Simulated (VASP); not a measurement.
Write the native input for VASP 6.6.1 that does the following.

| Quantity | Value |
| --- | --- |
| Task | single point |
| Functional | r2SCAN |
| Potentials or basis | VASP PAW PBE potentials, release 64 (P) |
| Cutoff | 520 eV |
| k mesh | 24 × 24 × 24 |
| Occupations | gaussian, width 0.1 eV |
| Spin | no spin polarisation |
| Dipole correction | no |
| Further INCAR settings | ALGO = Normal; EDIFF = 1e-06; NBANDS = 8 |

Crystal: P.

```
P
1.0
     0.00000    1.94367    1.94367
     1.94367    0.00000    1.94367
     1.94367    1.94367    0.00000
P
1
Direct
  0.00000 0.00000 0.00000
```

These files were run (other wordings do the same):

POSCAR

```
P
1.0
    0.0000000000      1.9436732846      1.9436732846
    1.9436732846      0.0000000000      1.9436732846
    1.9436732846      1.9436732846      0.0000000000
P
1
Direct
    0.0000000000      0.0000000000      0.0000000000
```

INCAR.step1

```
ALGO = Normal
EDIFF = 1E-4
ENCUT = 520
GGA = PE
ISMEAR = 0
LASPH = T
LCHARG = F
LREAL = F
LWAVE = T
NBANDS = 8
NELM = 60
PREC = Accurate
SIGMA = 0.1
```

INCAR.step2

```
ALGO = Normal
EDIFF = 1E-6
ENCUT = 520
ISIF = 2
ISMEAR = 0
ISTART = 1
LASPH = T
LCHARG = F
LMIXTAU = T
LREAL = F
LWAVE = F
METAGGA = R2SCAN
NBANDS = 8
NELM = 60
PREC = Accurate
SIGMA = 0.1
```

KPOINTS

```
k-points
0
Gamma
  24 24 24
```

Potentials or basis: VASP PAW PBE potentials, release 64 (P).

Run with:

```console
$ cat potpaw_PBE.64/P/POTCAR > POTCAR
$ cp INCAR.step1 INCAR
$ mpirun -np 1 vasp_std > vasp.out
$ cp INCAR.step2 INCAR
$ mpirun -np 1 vasp_std > vasp.out
```

It gave:

| Quantity | Value |
| --- | --- |
| Pressure | 0.2 GPa |

Caveat: the PAW data sets were made with another functional, which shifts forces and pressure a little.

Wall time 90 s on 1 thread of Intel(R) Xeon(R) Platinum 8375C CPU @ 2.90GHz (Ice Lake), on a shared host, peak memory 0.15 GiB.
